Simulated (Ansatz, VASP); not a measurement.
**One calculation of Ge, two programs**

INCAR

```
PREC     = Accurate       # precision mode
ENCUT    = 520            # plane-wave cutoff, eV
EDIFF    = 1E-6           # SCF threshold, eV
ISMEAR   = 0              # smearing method
SIGMA    = 0.15           # smearing width, eV
LREAL    = False          # projectors in reciprocal space
LASPH    = True           # aspherical terms in the spheres
NELM     = 60             # most SCF steps
ALGO     = Normal         # electronic algorithm
ISIF     = 2              # what is computed and relaxed
LWAVE    = False          # write WAVECAR
LCHARG   = False          # write CHGCAR
GGA      = PS             # functional
NBANDS   = 36             # bands
```

The input KPOINTS:

```
Automatic mesh
0
Gamma
  12 12 8
```

File POSCAR:

```
Ge
1.0
    3.9969678642      0.0000000000      0.0000000000
   -1.9984839321      3.4614757085      0.0000000000
    0.0000000000      0.0000000000      6.5963651330
Ge
4
Direct
    0.6666666667      0.3333333333      0.0325921280
    0.3333333333      0.6666666667      0.5629118565
    0.6666666667      0.3333333333      0.4370881435
    0.3333333333      0.6666666667      0.9370881435
```

Input for Ansatz:

```yaml
crystal:
  lattice:
    - [3.9969678642, 0.0, 0.0]
    - [-1.9984839321, 3.4614757085, 0.0]
    - [0.0, 0.0, 6.596365133]
  atoms:
    - { symbol: Ge, position: [0.6666666667, 0.3333333333, 0.032592128] }
    - { symbol: Ge, position: [0.3333333333, 0.6666666667, 0.5629118565] }
    - { symbol: Ge, position: [0.6666666667, 0.3333333333, 0.4370881435] }
    - { symbol: Ge, position: [0.3333333333, 0.6666666667, 0.9370881435] }
basis:
  ecutwfc: 420
kpoints:
  mp_grid: { grid: [12, 12, 8] }
hamiltonian:
  xc: pbesol
scf:
  occupations: { method: gaussian, width: 0.15 }
output:
  forces: true
  stress: true
  eigenvalues: true
  write_density: true
  write_potential: true
  elf: true
  volumetric_format: npy
```

Alike in both runs: task single point; functional PBEsol; k mesh 12 × 12 × 8; occupations gaussian, width 0.15 eV; no spin polarisation.

|  | VASP | Ansatz |
| --- | --- | --- |
| version | VASP 6.6.1 | Ansatz 0.2.0 |
| potentials or method | VASP PAW PBE potentials, release 64 (Ge_d), cutoff 520 eV | scalar-relativistic, plane waves, PAW |
| valence electrons in the cell | 56 | 56 |

```csv
,VASP,Ansatz,Ansatz less VASP
gap on the k mesh at the Fermi level (eV),none,none,-
pressure (GPa),0.6,0.7,+0.10
"traceless stress, the component that is largest in VASP (GPa)",-2.56,-2.59,-0.029
rms of the force components (eV/Å),0.622,0.622,+0.0006
```

VASP's potentials were made for PBE, not for PBEsol. Atom by atom the forces differ by 0.001 eV/Å (rms over components). A gap of «none» marks a metal or a gap that the smearing closes. The functional is the same, so the differences come from potentials, cutoffs and numerics.
